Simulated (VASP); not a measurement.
A run of VASP 6.6.1 is set up as follows.

File INCAR:

```
SYSTEM = ZnSe
PREC = Accurate
ENCUT = 520
EDIFF = 1E-6
ISMEAR = 0
SIGMA = 0.02
LREAL = .False.
LASPH = .True.
NELM = 80
ALGO = Normal
ISIF = 2
LWAVE = .False.
LCHARG = .True.
GGA = PE
LELF = .True.
LVHAR = .True.
NBANDS = 16
```

Contents of KPOINTS:

```
Automatic mesh
0
Gamma
  8 8 8
  0 0 0
```

The input POSCAR:

```
ZnSe
1.0
    0.0000000000      2.7939851100      2.7939851100
    2.7939851100      0.0000000000      2.7939851100
    2.7939851100      2.7939851100      0.0000000000
Zn Se
1 1
Direct
    0.0000000000      0.0000000000      0.0000000000
    0.7500000000      0.7500000000      0.7500000000
```

Potentials or basis: VASP PAW PBE potentials, release 64 (Zn, Se).

Run with:

```sh
$ cat potpaw_PBE.64/Zn/POTCAR potpaw_PBE.64/Se/POTCAR > POTCAR
$ mpirun -np 1 vasp_std > vasp.out
```

**Question.** Estimate the pressure.

**Answer.** 5.5 GPa.

**Question.** What does it give for the band gap on the k mesh?

**Answer.** 1.46 eV, direct.

Caveat: the cell differs from its parent crystal (strained).
